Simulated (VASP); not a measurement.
A run of VASP 6.6.1:

File INCAR:

```
PREC = Accurate
ENCUT = 500
EDIFF = 1E-6
ISMEAR = -1
SIGMA = 0.05
LREAL = F
LASPH = T
NELM = 120
ALGO = Normal
ISIF = 2
LWAVE = F
LCHARG = T
GGA = LIBXC
LIBXC1 = GGA_X_B88
LIBXC2 = GGA_C_PBE
LELF = T
LVHAR = T
NBANDS = 8
GGA_COMPAT = F
```

Contents of KPOINTS:

```
regular mesh
0
Gamma
  11 11 11
```

The input POSCAR:

```
Al
1.0
    0.0000000000      2.0382146954      2.0382146954
    2.0382146954      0.0000000000      2.0382146954
    2.0382146954      2.0382146954      0.0000000000
Al
1
Direct
    0.0000000000      0.0000000000      0.0000000000
```

Potentials or basis: VASP PAW PBE potentials, release 64 (Al).

Command:

```bash
$ cat potpaw_PBE.64/Al/POTCAR > POTCAR
$ mpirun -np 1 vasp_std > vasp.out
```

Hardware: 1 thread of AMD EPYC 7R13 Processor (Zen 3), on a shared host.

**Question.** How long does it take, and how much memory?

**Answer.** Wall time 5.4 s on 1 thread of AMD EPYC 7R13 Processor (Zen 3) (shared host), peak memory 0.1 GiB. Counts: scf iterations 9, k points 56.
